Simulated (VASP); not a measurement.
# Au (P2_1/m) in VASP: a series of runs

The runs below take Au through single point, with PBE.

Program: VASP 6.6.1. These are calculated values, not measurements. Logs are shortened: lines on timing, memory, paths and dates and some standing lists are left out, and cuts for length are marked.

## 1. The cell of the first run

The typed cell holds 2 atoms: a = 2.900 Å, b = 2.900 Å, c = 4.880 Å, α = 90.00°, β = 90.00°, γ = 120.00°.

## 2. Single point, PBE

The input, INCAR:

```
PREC = Accurate
ENCUT = 520
EDIFF = 1E-6
ISMEAR = -1
SIGMA = 0.05
LREAL = False
LASPH = True
NELM = 80
ALGO = Normal
ISIF = 2
LWAVE = False
LCHARG = True
GGA = PE
LELF = True
LVHAR = True
NBANDS = 18
```

The input, KPOINTS:

```
Automatic mesh
0
Gamma
  9 9 5
```

The input, POSCAR:

```
Au
1.0
    2.9000000000      0.0000000000      0.0000000000
   -1.4500000000      2.5114736710      0.0000000000
    0.0000000000      0.0000000000      4.8800000000
Au
2
Direct
    0.6231642226      0.7489312039      0.7500000000
    0.6268356438      0.2510685289      0.2500000000
```

Potentials or basis: VASP PAW PBE potentials, release 64 (Au).

On the command line:

```sh
$ cat potpaw_PBE.64/Au/POTCAR > POTCAR
$ mpirun -np 1 vasp_std > vasp.out
```

OUTCAR:

```text
PREC = Accurate
   ENCUT = 520
   EDIFF = 1E-6
   ISMEAR = -1
   LREAL = False
   LASPH = True
   NELM = 80
   ISIF = 2
   GGA = PE

 ion  position               nearest neighbor table
   1  0.623  0.749  0.750-   2 2.84   2 2.84   2 2.84   2 2.84   2 3.49   2 3.49   2 3.51   2 3.51

   2  0.627  0.251  0.250-   1 2.84   1 2.84   1 2.84   1 2.84   1 3.49   1 3.49   1 3.51   1 3.51

  LATTYP: Found a hexagonal cell.
 ALAT       =     2.9000000000
 C/A-ratio  =     1.6827586207

  Lattice vectors:

 A1 = (   2.9000000000,   0.0000000000,   0.0000000000)
 A2 = (  -1.4500000000,   2.5114736710,   0.0000000000)
 A3 = (   0.0000000000,   0.0000000000,   4.8800000000)

Analysis of symmetry for initial positions (statically):
=====================================================================
 Subroutine PRICEL returns:
 Original cell was already a primitive cell.

 Routine SETGRP: Setting up the symmetry group for a
 hexagonal supercell.

 Subroutine GETGRP returns: Found  4 space group operations
 (whereof  1 operations were pure point group operations)
 out of a pool of 24 trial point group operations.

The static configuration has the point symmetry C_1 .
 The point group associated with its full space group is C_2h.

Analysis of symmetry for dynamics (positions and initial velocities):
=====================================================================
 Subroutine PRICEL returns:
 Original cell was already a primitive cell.

 Routine SETGRP: Setting up the symmetry group for a
 hexagonal supercell.

 Subroutine GETGRP returns: Found  4 space group operations
 (whereof  1 operations were pure point group operations)
 out of a pool of 24 trial point group operations.

The dynamic configuration has the point symmetry C_1 .
 The point group associated with its full space group is C_2h.

 Subroutine INISYM returns: Found  4 space group operations
 (whereof  1 operations are pure point group operations),
 and found     1 'primitive' translations

----------------------------------------------------------------------------------------

                                     Primitive cell

  volume of cell :      35.5424

  direct lattice vectors                    reciprocal lattice vectors
     2.900000000  0.000000000  0.000000000     0.344827586  0.199086300  0.000000000
    -1.450000000  2.511473671  0.000000000     0.000000000  0.398172599  0.000000000
[... 72 lines left out ...]
   ions per type =               2
   NGX,Y,Z   is equivalent  to a cutoff of  13.76, 13.76, 12.26 a.u.
   NGXF,Y,Z  is equivalent  to a cutoff of  27.52, 27.52, 24.53 a.u.
 SYSTEM =  unknown system
   PREC   = accura    normal or accurate (medium, high low for compatibility)
   ISTART =      0    job   : 0-new  1-cont  2-samecut
   ICHARG =      2    charge: 1-file 2-atom 10-const
   ISPIN  =      1    spin polarized calculation?
   LNONCOLLINEAR =      F non collinear calculations
   LSORBIT =      F    spin-orbit coupling
   LASPH  =      T    aspherical Exc in radial PAW
   ENCUT  =  520.0 eV  38.22 Ry    6.18 a.u.   5.39  5.39  9.07*2*pi/ulx,y,z
   NELM   =     80;   NELMIN=  2; NELMDL= -5     # of ELM steps
   EDIFF  = 0.1E-05   stopping-criterion for ELM
   LREAL  =      F    real-space projection
   EDIFFG = 0.1E-04   stopping-criterion for IOM
   NSW    =      0    number of steps for IOM
   IBRION =     -1    ionic relax: 0-MD 1-quasi-New 2-CG
   NFREE  =      0    steps in history (QN), initial steepest desc. (CG)
   ISIF   =      2    stress and relaxation
   ISYM   =      2    0-nonsym 1-usesym 2-fastsym
   POTIM  = 0.5000    time-step for ionic-motion
   TEBEG  =    0.0;   TEEND  =   0.0 temperature during run
   PSTRESS=    0.0 pullay stress
   NELECT =      22.0000    total number of electrons
   NUPDOWN=      -1.0000    fix difference up-down
   EMIN   =  10.00;   EMAX   =-10.00  energy-range for DOS
   EFERMI =   0.00;   METHOD = LEGACY
   ISMEAR =    -1;   SIGMA  =   0.05  broadening in eV -4-tet -1-fermi 0-gaus
   EFERMI_NEDOS =   21; number of points for ismear=-14 and -15
   IALGO  =     38    algorithm
   IMIX   =      4    mixing-type and parameters
     AMIX     =   0.40;   BMIX     =  1.00
     AMIX_MAG =   1.60;   BMIX_MAG =  1.00
  volume/ion in A,a.u.               =      17.77       119.93
  Fermi-wavevector in a.u.,A,eV,Ry     =   1.395191  2.636528 26.484517  1.946557
  Thomas-Fermi vector in A             =   2.518667
   LORBIT       =      0    0 simple, 1 ext, 2 COOP (PROOUT), +10 PAW based schemes
   GGA     = PE    functional components
[... 5 lines left out ...]
 non-spin polarized calculation
  energy-cutoff  :      520.00
  volume of cell :       35.54
 maximum number of plane-waves:       984
 NGX is ok and might be reduce to    24
   NGX = 11   NGY = 11   NGZ = 19

 number of electron      22.0000001 magnetization

 Free energy of the ion-electron system (eV)
  ---------------------------------------------------
  ext. energy  EPLUGINS =         0.00000000
  ---------------------------------------------------
  free energy    TOTEN  =        -6.44456506 eV

  energy without entropy =       -6.44300895  energy(sigma->0) =       -6.44378701

 E-fermi :   8.9200     XC(G=0): -12.4564

 val. band max:        8.8715488659   @ k =   0.1111   0.0000   0.0000
 cond. band min:       8.9832448785   @ k =   0.4444  -0.0000   0.4000
 fundamental gap:      0.1116960126
 Fermi energy:         8.9199900179

 k-point     1 :       0.0000    0.0000    0.0000
  band No.  band energies     occupation
      1      -0.6341      2.00000
      2       1.7592      2.00000
      3       3.4773      2.00000
      4       4.2580      2.00000
      5       4.6213      2.00000
      6       4.7066      2.00000
[... 481 lines left out ...]
      5       4.1058      2.00000
      6       4.4247      2.00000
[... 10 lines left out ...]
     17      21.2272      0.00000
     18      23.8451      0.00000

 [... further k-points ...]
[... 5 lines left out ...]
  --------------------------------------------------------------------------------------
  -------------------------------------------------------------------------------------
  Total        0.2906748      0.6118732      1.0096905     -0.2782059      0.0000000      0.0000000
  in kB       13.1030252     27.5819870     45.5147744    -12.5409529      0.0000000      0.0000000
  external PRESSURE =      28.7332622 kB  Pullay stress =       0.0000000 kB

 VOLUME and BASIS-vectors are now :
 -----------------------------------------------------------------------------
  energy-cutoff  :      520.00
  volume of cell :       35.54
      direct lattice vectors                 reciprocal lattice vectors
     2.900000000  0.000000000  0.000000000     0.344827586  0.199086300  0.000000000
    -1.450000000  2.511473671  0.000000000     0.000000000  0.398172599  0.000000000
     0.000000000  0.000000000  4.880000000     0.000000000  0.000000000  0.204918033

 POSITION                                       TOTAL-FORCE (eV/Angst)
 -----------------------------------------------------------------------------------
      0.72123      1.88092      3.66000        -0.001970      0.000818     -0.000000
      1.45377      0.63055      1.22000         0.001970     -0.000818      0.000000
 -----------------------------------------------------------------------------------
    total drift:                               -0.000107      0.000186      0.000000

  FREE ENERGIE OF THE ION-ELECTRON SYSTEM (eV)
  ---------------------------------------------------
  free  energy   TOTEN  =        -6.4445650614 eV

  energy  without entropy=       -6.4430089527  energy(sigma->0) =       -6.44378701
```

Run time: 18 s. Hardware: 1 thread of Intel Xeon 6975P-C (Granite Rapids), shared host; peak memory 0.2 GiB.

Results:

```yaml
Free_energy: -6.4446 eV
Pressure: 2.9 GPa
Band_gap_on_the_k_mesh: zero (band 11 reaches 11.64 eV, above the bottom of band 12 at 6.20 eV)
```

Forces in eV/Å, atoms in the order of the input:
```
Au  -0.002  0.001  0.000
Au   0.002 -0.001  0.000
```

Stress tensor (GPa, compression positive):
```
 1.31 -1.25  0.00
-1.25  2.76  0.00
 0.00  0.00  4.55
```

Caveat: spin-orbit coupling is left out, which moves the levels of the heavy elements.

## 3. Single point, PBE

The input, INCAR:

```
SYSTEM = Au
PREC = Accurate
ENCUT = 520
EDIFF = 1E-6
ISMEAR = -1
SIGMA = 0.05
LREAL = .False.
LASPH = .True.
NELM = 80
ALGO = Normal
ISIF = 2
LWAVE = .False.
LCHARG = .False.
GGA = PE
NBANDS = 18
```

The input, KPOINTS:

```
Automatic mesh
0
Gamma
  9 9 5
  0 0 0
```

The input, POSCAR:

```
Au
1.0
    2.9000000000      0.0000000000      0.0000000000
   -1.4500000000      2.5114736710      0.0000000000
    0.0000000000      0.0000000000      4.8800000000
Au
2
Direct
    1.1273004558      0.7487153944      0.7500000000
    0.6226994106      0.2512843385      0.2500000000
```

Potentials or basis: VASP PAW PBE potentials, release 64 (Au).

On the command line:

```sh
$ cat potpaw_PBE.64/Au/POTCAR > POTCAR
$ mpirun -np 1 vasp_std > vasp.out
```

It took 17 s on 1 thread of Intel Xeon 6975P-C (Granite Rapids), shared host; peak memory 0.2 GiB.

Results (log left out):

* Free energy: -6.4446 eV
* Pressure: 2.9 GPa
* Largest force: 0.006 eV/Å
* Band gap on the k mesh: zero (band 11 reaches 11.64 eV, above the bottom of band 12 at 6.20 eV)

Forces in eV/Å, atoms in the order of the input:
```
Au  -0.001 -0.006  0.000
Au   0.001  0.006  0.000
```

Stress tensor (GPa, compression positive):
```
1.31 1.25 0.00
1.25 2.76 0.00
0.00 0.00 4.55
```

Levels at points of the mesh, in eV from the Fermi level:
| k point | band 7 | band 8 | band 9 | band 10 | band 11 | band 12 | band 13 | band 14 | band 15 | band 16 |
| --- | --- | --- | --- | --- | --- | --- | --- | --- | --- | --- |
| (0.00, 0.00, 0.00) | -4.03 | -4.00 | -3.29 | -2.47 | -1.61 | -1.08 | 2.55 | 14.13 | 14.67 | 15.43 |

Caveat: spin-orbit coupling is left out, which moves the levels of the heavy elements.
